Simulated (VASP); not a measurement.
# BaSrTi2O6 (P1) in VASP: single point with PBEsol

Aim: the single point of BaSrTi2O6 with PBEsol.

Everything below comes from runs of VASP 6.6.1. Logs are shortened: lines on timing, memory, paths and dates and some standing lists are left out, and cuts for length are marked.

## (1) The cell of the first run

The typed cell holds 40 atoms: a = 7.881 Å, b = 7.881 Å, c = 7.881 Å, α = 90.00°, β = 90.00°, γ = 90.00°.

## (2) Single point, PBEsol

File INCAR:

```
SYSTEM = BaSrTi2O6
ALGO = Normal
EDIFF = 1E-6
ENCUT = 700
GGA = PS
GGA_COMPAT = .FALSE.
ISIF = 2
ISMEAR = -1
ISYM = -1
LASPH = .TRUE.
LCHARG = .FALSE.
LREAL = Auto
LWAVE = .FALSE.
NBANDS = 186
NELM = 120
PREC = Accurate
SIGMA = 0.05
```

File KPOINTS:

```
explicit points
1
Reciprocal
  0.25000000   0.25000000   0.25000000 1
```

File POSCAR:

```
BaSrTi2O6
1.0
    7.8806669658      0.0000000000      0.0000000000
    0.0000000000      7.8806669658      0.0000000000
    0.0000000000      0.0000000000      7.8806669658
Ba Sr Ti O
4 4 8 24
Direct
    0.9972550000      0.9966940000      0.9963840000
    0.9973280000      0.9966350000      0.4963480000
    0.9974420000      0.4971400000      0.4965130000
    0.4977310000      0.9968190000      0.9965310000
    0.9938260000      0.4942600000      0.9932120000
    0.4948850000      0.9931770000      0.4931880000
    0.4951990000      0.4944600000      0.9934930000
    0.4950770000      0.4944970000      0.4935260000
    0.2452260000      0.2452640000      0.2418600000
    0.2458860000      0.2445570000      0.7418630000
    0.2457110000      0.7399370000      0.2418720000
    0.2458720000      0.7401390000      0.7426340000
    0.7408030000      0.2452290000      0.2426030000
    0.7405690000      0.2450160000      0.7418390000
    0.7412950000      0.7402070000      0.2424890000
    0.7408590000      0.7406010000      0.7424940000
    0.2549260000      0.2585210000      0.0027870000
    0.2590400000      0.2544070000      0.5027880000
    0.2555900000      0.7464190000      0.0028410000
    0.2585670000      0.7510140000      0.5030310000
    0.7515450000      0.2580460000      0.0030520000
    0.7469560000      0.2551400000      0.5028500000
    0.7509130000      0.7473320000      0.0030820000
    0.7477980000      0.7503700000      0.5030760000
    0.0045810000      0.2560090000      0.2490650000
    0.0048260000      0.2558130000      0.7537550000
    0.0048020000      0.7480200000      0.2495700000
    0.0047990000      0.7484330000      0.7534960000
    0.5032600000      0.2560430000      0.2530840000
    0.5033320000      0.2585600000      0.7524720000
    0.5034990000      0.7508900000      0.2550360000
    0.5033540000      0.7481640000      0.7508150000
    0.2562820000      0.0042910000      0.2536910000
    0.2565560000      0.0040880000      0.7490620000
    0.2589740000      0.5027810000      0.2524140000
    0.2565080000      0.5027650000      0.7530730000
    0.7489010000      0.0043000000      0.2535090000
    0.7485350000      0.0043150000      0.7495290000
    0.7486800000      0.5028450000      0.2507400000
    0.7514380000      0.5030170000      0.7550830000
```

Potentials or basis: VASP PAW PBE potentials, release 64 (Ba_sv, Sr_sv, Ti_sv, O).

Started as:

```
cat potpaw_PBE.64/Ba_sv/POTCAR potpaw_PBE.64/Sr_sv/POTCAR potpaw_PBE.64/Ti_sv/POTCAR potpaw_PBE.64/O/POTCAR > POTCAR
mpirun -np 1 vasp_std > vasp.out
```

OUTCAR:

```text
SYSTEM = BaSrTi2O6
   EDIFF = 1E-6
   ENCUT = 700
   GGA = PS
   ISIF = 2
   ISMEAR = -1
   ISYM = -1
   LASPH = .TRUE.
   LREAL = Auto
   NELM = 120
   PREC = Accurate

 ion  position               nearest neighbor table
   1  0.997  0.997  0.996-  28 2.74  38 2.76  23 2.76  27 2.80  26 2.80  37 2.82  34 2.82  21 2.83
                            19 2.84  25 2.85  33 2.88  17 2.90   9 3.38  11 3.42  10 3.42  13 3.42
   2  0.997  0.997  0.496-  37 2.74  27 2.76  24 2.76  33 2.80  38 2.80  28 2.82  25 2.82  20 2.83
                            22 2.84  34 2.85  26 2.88  18 2.90  10 3.38  14 3.42   9 3.42  12 3.42
   3  0.997  0.497  0.497-  25 2.72  22 2.75  39 2.76  27 2.77  26 2.78  24 2.80  18 2.81  40 2.81
                            35 2.82  28 2.83  20 2.87  36 2.87  12 3.36  11 3.39  16 3.40  10 3.40
   4  0.498  0.997  0.997-  34 2.72  19 2.75  32 2.76  38 2.77  33 2.78  23 2.80  31 2.81  17 2.81
                            30 2.82  37 2.83  21 2.87  29 2.87  13 3.36  14 3.39  15 3.40   9 3.40
   5  0.994  0.494  0.993-  26 2.66  21 2.67  40 2.68  28 2.75  25 2.76  23 2.77  17 2.77  39 2.80
                            36 2.81  27 2.84  19 2.87  35 2.92  11 3.40  15 3.40  12 3.41   9 3.41
   6  0.495  0.993  0.493-  33 2.67  20 2.67  31 2.68  37 2.75  34 2.76  24 2.76  18 2.77  32 2.80
                            29 2.81  38 2.84  22 2.87  30 2.92  14 3.40  16 3.40  13 3.41  10 3.41
   7  0.495  0.494  0.993-  17 2.65  30 2.66  36 2.67  19 2.74  21 2.75  40 2.76  35 2.76  32 2.77
                            29 2.78  23 2.84  39 2.85  31 2.89  15 3.37  16 3.38  11 3.38  13 3.38
   8  0.495  0.494  0.494-  18 2.65  35 2.66  29 2.67  22 2.74  20 2.75  31 2.76  30 2.76  39 2.77
                            36 2.78  24 2.84  32 2.85  40 2.89  16 3.37  15 3.38  14 3.38  12 3.39
   9  0.245  0.245  0.242-  17 1.89  25 1.90  33 1.90  35 2.03  29 2.04  18 2.06   1 3.38   4 3.40
                             7 3.40   5 3.41   8 3.42   2 3.42   6 3.43   3 3.43
  10  0.246  0.245  0.742-  18 1.89  34 1.90  26 1.90  30 2.03  36 2.04  17 2.06   2 3.38   3 3.40
                             8 3.40   6 3.41   7 3.42   1 3.42   5 3.43   4 3.43
  11  0.246  0.740  0.242-  35 1.87  19 1.89  27 1.90  31 2.04  20 2.06  33 2.09   7 3.38   3 3.39
                             5 3.40   8 3.40   1 3.42   6 3.43   4 3.43   2 3.46
  12  0.246  0.740  0.743-  36 1.87  20 1.89  28 1.90  32 2.03  19 2.05  34 2.08   3 3.36   8 3.39
                             7 3.39   5 3.41   2 3.42   6 3.42   1 3.45   4 3.47
  13  0.741  0.245  0.243-  29 1.88  21 1.89  37 1.90  39 2.03  22 2.05  25 2.08   4 3.36   7 3.38
                             8 3.39   6 3.41   1 3.42   5 3.42   2 3.45   3 3.47
  14  0.741  0.245  0.742-  30 1.87  22 1.89  38 1.90  40 2.04  21 2.06  26 2.09   8 3.38   4 3.39
                             6 3.40   7 3.40   2 3.42   5 3.43   3 3.43   1 3.46
  15  0.741  0.740  0.242-  39 1.87  31 1.88  23 1.89  24 2.06  27 2.08  37 2.08   7 3.37   8 3.38
                             4 3.40   5 3.40   6 3.41   3 3.43   1 3.45   2 3.49
  16  0.741  0.741  0.742-  32 1.87  40 1.88  24 1.89  23 2.06  38 2.08  28 2.08   8 3.37   7 3.38
                             3 3.40   6 3.40   5 3.41   4 3.43   2 3.45   1 3.49
  17  0.255  0.259  0.003-   9 1.89  10 2.06   7 2.65   5 2.77   4 2.81   1 2.90
  18  0.259  0.254  0.503-  10 1.89   9 2.06   8 2.65   6 2.77   3 2.81   2 2.90
  19  0.256  0.746  0.003-  11 1.89  12 2.05   7 2.74   4 2.75   1 2.84   5 2.87
  20  0.259  0.751  0.503-  12 1.89  11 2.06   6 2.67   8 2.75   2 2.83   3 2.87
  21  0.752  0.258  0.003-  13 1.89  14 2.06   5 2.67   7 2.75   1 2.83   4 2.87
  22  0.747  0.255  0.503-  14 1.89  13 2.05   8 2.74   3 2.75   2 2.84   6 2.87
[... 16 lines left out ...]
  39  0.749  0.503  0.251-  15 1.87  13 2.03   3 2.76   8 2.77   5 2.80   7 2.85
  40  0.751  0.503  0.755-  16 1.88  14 2.04   5 2.68   7 2.76   3 2.81   8 2.89

IMPORTANT INFORMATION: All symmetrisations will be switched off!
NOSYMM: (Re-)initialisation of all symmetry stuff for point group C_1.

----------------------------------------------------------------------------------------

                                     Primitive cell

  volume of cell :     489.4281

  direct lattice vectors                    reciprocal lattice vectors
     7.880666966  0.000000000  0.000000000     0.126892813  0.000000000  0.000000000
     0.000000000  7.880666966  0.000000000     0.000000000  0.126892813  0.000000000
     0.000000000  0.000000000  7.880666966     0.000000000  0.000000000  0.126892813

  length of vectors
     7.880666966  7.880666966  7.880666966     0.126892813  0.126892813  0.126892813

  position of ions in fractional coordinates (direct lattice)
     0.997255000  0.996694000  0.996384000
     0.997328000  0.996635000  0.496348000
     0.997442000  0.497140000  0.496513000
     0.497731000  0.996819000  0.996531000
     0.993826000  0.494260000  0.993212000
     0.494885000  0.993177000  0.493188000
[... 32 lines left out ...]
     0.748680000  0.502845000  0.250740000
     0.751438000  0.503017000  0.755083000

  ion indices of the primitive-cell ions
   primitive index   ion index
                 1           1
                 2           2
                 3           3
                 4           4
                 5           5
                 6           6
[... 32 lines left out ...]
                39          39
                40          40

----------------------------------------------------------------------------------------

 KPOINTS: explicit points

Read explicit list of k-points.

 Found      1 k-points:

 Following reciprocal coordinates:
            Coordinates               Weight
  0.250000  0.250000  0.250000      1.000000
   k-points           NKPTS =      1   k-points in BZ     NKDIM =      1   number of bands    NBANDS=    186
   number of dos      NEDOS =    301   number of ions     NIONS =     40
   total plane-waves  NPLWV = 343000
   dimension x,y,z NGX =    70 NGY =   70 NGZ =   70
   dimension x,y,z NGXF=   140 NGYF=  140 NGZF=  140
   ions per type =               4   4   8  24
   NGX,Y,Z   is equivalent  to a cutoff of  14.77, 14.77, 14.77 a.u.
   NGXF,Y,Z  is equivalent  to a cutoff of  29.53, 29.53, 29.53 a.u.
 SYSTEM =  BaSrTi2O6
   PREC   = accura    normal or accurate (medium, high low for compatibility)
   ISTART =      0    job   : 0-new  1-cont  2-samecut
   ICHARG =      2    charge: 1-file 2-atom 10-const
   ISPIN  =      1    spin polarized calculation?
   LNONCOLLINEAR =      F non collinear calculations
   LSORBIT =      F    spin-orbit coupling
   LASPH  =      T    aspherical Exc in radial PAW
   ENCUT  =  700.0 eV  51.45 Ry    7.17 a.u.  17.00 17.00 17.00*2*pi/ulx,y,z
   NELM   =    120;   NELMIN=  2; NELMDL= -5     # of ELM steps
   EDIFF  = 0.1E-05   stopping-criterion for ELM
   LREAL  =      T    real-space projection
   EDIFFG = 0.1E-04   stopping-criterion for IOM
   NSW    =      0    number of steps for IOM
   IBRION =     -1    ionic relax: 0-MD 1-quasi-New 2-CG
   NFREE  =      0    steps in history (QN), initial steepest desc. (CG)
   ISIF   =      2    stress and relaxation
   ISYM   =     -1    0-nonsym 1-usesym 2-fastsym
   POTIM  = 0.5000    time-step for ionic-motion
   TEBEG  =    0.0;   TEEND  =   0.0 temperature during run
   PSTRESS=    0.0 pullay stress
   NELECT =     320.0000    total number of electrons
   NUPDOWN=      -1.0000    fix difference up-down
   EMIN   =  10.00;   EMAX   =-10.00  energy-range for DOS
   EFERMI =   0.00;   METHOD = LEGACY
   ISMEAR =    -1;   SIGMA  =   0.05  broadening in eV -4-tet -1-fermi 0-gaus
   EFERMI_NEDOS =   21; number of points for ismear=-14 and -15
   IALGO  =     38    algorithm
   IMIX   =      4    mixing-type and parameters
     AMIX     =   0.40;   BMIX     =  1.00
     AMIX_MAG =   1.60;   BMIX_MAG =  1.00
  volume/ion in A,a.u.               =      12.24        82.57
  Fermi-wavevector in a.u.,A,eV,Ry     =   1.420895  2.685101 27.469364  2.018941
  Thomas-Fermi vector in A             =   2.541762
   LORBIT       =      0    0 simple, 1 ext, 2 COOP (PROOUT), +10 PAW based schemes
   GGA     = PS    functional components
   LHFCALC =     F    Hartree Fock is set to
   AEXX    =    0.0000 exact exchange contribution
   IVDW    =     0    specifies the selected vdW correction
   LEPSILON=     F    determine dielectric tensor
   LRPA    =     F    only Hartree local field effects (RPA)
 non-spin polarized calculation
  energy-cutoff  :      700.00
  volume of cell :      489.43
 maximum number of plane-waves:     20621
 NGX is ok and might be reduce to    70
   NGX = 35   NGY = 35   NGZ = 35

 number of electron     320.0000018 magnetization

 Free energy of the ion-electron system (eV)
  ---------------------------------------------------
  ext. energy  EPLUGINS =         0.00000000
  ---------------------------------------------------
  free energy    TOTEN  =      -336.20065433 eV

  energy without entropy =     -336.20065433  energy(sigma->0) =     -336.20065433

 E-fermi :   4.9433     XC(G=0): -11.5751

 val. band max:        3.7186718061   @ k =   0.2500   0.2500   0.2500
 cond. band min:       6.5336290505   @ k =   0.2500   0.2500   0.2500
 fundamental gap:      2.8149572444
 Fermi energy:         4.9432723929

 k-point     1 :       0.2500    0.2500    0.2500
  band No.  band energies     occupation
      1     -52.1653      2.00000
      2     -52.1649      2.00000
      3     -52.1605      2.00000
      4     -52.1596      2.00000
      5     -52.1591      2.00000
      6     -52.1579      2.00000
[... 164 lines left out ...]
    171       7.5245      0.00000
    172       7.5330      0.00000
 [bands above 172 left out]

------------------------ aborting loop because EDIFF is reached ----------------------------------------

  FORCE on cell =-STRESS in cart. coord.  units (eV):
  Direction    XX          YY          ZZ          XY          YZ          ZX
  --------------------------------------------------------------------------------------
  -------------------------------------------------------------------------------------
  Total        3.5943300      3.6941281      3.9682428     -1.4730360     -1.5115582     -1.5219866
  in kB       11.7662916     12.0929875     12.9903212     -4.8220868     -4.9481920     -4.9823301
  external PRESSURE =      12.2832001 kB  Pullay stress =       0.0000000 kB

 VOLUME and BASIS-vectors are now :
 -----------------------------------------------------------------------------
  energy-cutoff  :      700.00
  volume of cell :      489.43
      direct lattice vectors                 reciprocal lattice vectors
     7.880666966  0.000000000  0.000000000     0.126892813  0.000000000  0.000000000
     0.000000000  7.880666966  0.000000000     0.000000000  0.126892813  0.000000000
     0.000000000  0.000000000  7.880666966     0.000000000  0.000000000  0.126892813

 POSITION                                       TOTAL-FORCE (eV/Angst)
 -----------------------------------------------------------------------------------
      7.85903      7.85461      7.85217         0.022048      0.021546      0.018725
      7.85961      7.85415      3.91155         0.018220      0.024127      0.020854
      7.86051      3.91779      3.91285         0.022662      0.023171      0.020782
      3.92245      7.85560      7.85333         0.024596      0.023536      0.020375
      7.83201      3.89510      7.82717         0.011789      0.010903      0.009485
      3.90002      7.82690      3.88665         0.009397      0.008751      0.009286
[... 32 lines left out ...]
      5.90010      3.96275      1.97600        -0.028603     -0.034277     -0.028699
      5.92183      3.96411      5.95056        -0.023887     -0.027882      0.019220
 -----------------------------------------------------------------------------------
    total drift:                                0.006749     -0.005863      0.007805

  FREE ENERGIE OF THE ION-ELECTRON SYSTEM (eV)
  ---------------------------------------------------
  free  energy   TOTEN  =      -336.2006543281 eV

  energy  without entropy=     -336.2006543280  energy(sigma->0) =     -336.20065433
```

It took 4.6 min on 1 thread of AMD EPYC 9R45 (Zen 5), shared host; peak memory 0.72 GiB.

What came out:

```yaml
Free_energy: -336.2007 eV
Pressure: 1.2 GPa
Largest_force: 0.058 eV/Å
Band_gap_on_the_k_mesh: 2.81 eV
```

Forces in eV/Å, atoms in the order of the input:
```
Ba   0.022  0.022  0.019
Ba   0.018  0.024  0.021
Ba   0.023  0.023  0.021
Ba   0.025  0.024  0.020
Sr   0.012  0.011  0.009
Sr   0.009  0.009  0.009
Sr   0.004  0.011  0.009
Sr   0.010  0.008  0.008
Ti   0.026  0.030  0.016
Ti   0.025  0.036  0.016
Ti   0.024  0.009  0.012
Ti   0.032  0.015  0.020
Ti   0.011  0.038  0.021
Ti   0.008  0.032  0.019
Ti   0.008  0.014  0.018
Ti   0.011  0.015  0.019
O   -0.011  0.035 -0.014
O    0.036 -0.012 -0.014
O   -0.012 -0.049 -0.020
O    0.037 -0.006 -0.018
O   -0.005  0.034 -0.021
O   -0.050 -0.016 -0.022
O   -0.003 -0.054 -0.022
O   -0.052 -0.005 -0.024
O   -0.018  0.004 -0.034
O   -0.013  0.012  0.019
O   -0.016 -0.023 -0.033
O   -0.019 -0.035  0.012
O   -0.021  0.014  0.015
O   -0.024  0.019 -0.022
O   -0.022 -0.024  0.022
O   -0.029 -0.030 -0.031
O    0.016 -0.012  0.021
O    0.007 -0.019 -0.036
O    0.023 -0.026 -0.021
O    0.016 -0.026  0.014
O   -0.032 -0.020  0.014
O   -0.024 -0.018 -0.033
O   -0.029 -0.034 -0.029
O   -0.024 -0.028  0.019
```

Levels at points of the mesh, in eV from the valence-band top:
```
           k point  band 157  band 158  band 159  band 160  band 161  band 162  band 163  band 164
(0.25, 0.25, 0.25)     -0.12     -0.12     -0.11      0.00      2.81      2.82      2.82      2.90
```

Caveat: the PAW data sets were made with another functional, which shifts forces and pressure a little; spin-orbit coupling is left out, which moves the levels of the heavy elements; a shifted mesh leaves out Γ, where band edges can lie. A k mesh can miss the band edges.
